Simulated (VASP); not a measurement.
Runs of VASP 6.6.1 on C4N. The structure is that of space group Pm-3m (No. 221), or close to it. The cells are those of the table. The cell was generated, and may not be a known phase.

```tsv
task	spin	cell	k mesh	cutoff (eV)	gap on the mesh (eV)	pressure (GPa)
single point	off	a = 3.339 Å, 5 atoms	12 × 12 × 12	520	none	-0.2
single point	off	a = 3.329 Å, 5 atoms	4 × 4 × 4	520	none	-0.2
relaxation of cell and atoms	off	relaxed from a = 3.360 Å, 5 atoms	12 × 12 × 12	600	none	-0.2
single point	off	a = 3.920 Å, 5 atoms	4 × 4 × 4	520	none	-27.5
single point	collinear, ferromagnetic start	a = 3.920 Å, 5 atoms	4 × 4 × 4	520	none	(a)
```

Alike in all rows: level PBE; potentials or basis VASP PAW PBE potentials, release 64 (C, N); smearing gaussian 0.1 eV.

**Question.** Fill in the values left out.

**Answer.** (a) -27.6.

Caveats: some runs use coarse meshes; an odd number of electrons without spin polarisation forces a metal (at least some runs); a magnetic or distorted state may lie lower (at least some runs).

A gap of «none» marks levels without a gap at the run's occupations.
